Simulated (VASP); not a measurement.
Wanted: the native input for a VASP 6.6.1 run.

```yaml
Task: single point
Functional: PBEsol
Potentials_or_basis: VASP PAW PBE potentials, release 64 (Zn, S)
Cutoff: 520 eV
k_mesh: 6 × 6 × 6
Occupations: methfessel-paxton, width 0.01 eV
Spin: no spin polarisation
Dipole_correction: no
Further_INCAR_settings: ALGO = Normal; EDIFF = 1e-07; NBANDS = 36
```

The structure of ZnS lies in POSCAR:

```
ZnS
1.0
    1.8509057846      1.0686209534      9.0955999628
   -1.8509057846      1.0686209534      9.0955999628
    0.0000000000     -2.1372419068      9.0955999628
Zn S
3 3
Direct
    0.9999711400      0.9999711400      0.9999711400
    0.2222694100      0.2222694100      0.2222694100
    0.4446134400      0.4446134400      0.4446134400
    0.0832671700      0.0832671700      0.0832671700
    0.5278423000      0.5278423000      0.5278423000
    0.3053625400      0.3053625400      0.3053625400
```

One way to write it, as run:

INCAR

```
ALGO = Normal
EDIFF = 1E-7
ENCUT = 520
GGA = PS
ISIF = 2
ISMEAR = 1
LASPH = True
LCHARG = False
LREAL = False
LWAVE = False
NBANDS = 36
NELM = 60
PREC = Accurate
SIGMA = 0.01
```

KPOINTS

```
k-points
0
Gamma
  6 6 6
```

Potentials or basis: VASP PAW PBE potentials, release 64 (Zn, S).

Run with:

```bash
$ cat potpaw_PBE.64/Zn/POTCAR potpaw_PBE.64/S/POTCAR > POTCAR
$ mpirun -np 1 vasp_std > vasp.out
```

Results of the run:

| Quantity | Value |
| --- | --- |
| Pressure | 6.3 GPa |
| Largest force | 0.017 eV/Å |
| Band gap on the k mesh | 2.44 eV |

Caveat: the cell stands under pressure; the PAW data sets were made with another functional, which shifts forces and pressure a little.

Wall time 7.2 min on 1 thread of Intel(R) Xeon(R) 6975P-C (Granite Rapids), on a shared host, peak memory 0.67 GiB.
